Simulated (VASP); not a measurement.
The system is Ir.

```xyz
1
Lattice="2.3059 0.0000 0.0000 0.0000 2.3059 0.0000 0.0000 0.0000 2.3059" Properties=species:S:1:pos:R:3 pbc="T T T"
Ir    0.0000    0.0000    0.0000
```

Base run:

- Program: VASP 6.6.1
- Functional: r2SCAN
- Potentials or basis: VASP PAW PBE potentials, release 64 (Ir)
- Cutoff: 520 eV
- k mesh: 15 × 15 × 15
- Occupations: fermi-dirac, width 0.1 eV
- Spin: no spin polarisation

Its results: pressure 172.9 GPa.

Q: The run is repeated on the same cell with these changes: functional from r2SCAN to LDA; potentials or basis from VASP PAW PBE potentials, release 64 (Ir) to VASP PAW LDA potentials, release 64 (Ir). What comes out?

A: Pressure 156.4 GPa.

Caveats: the PAW data sets were made with another functional, which shifts forces and pressure a little (some runs).
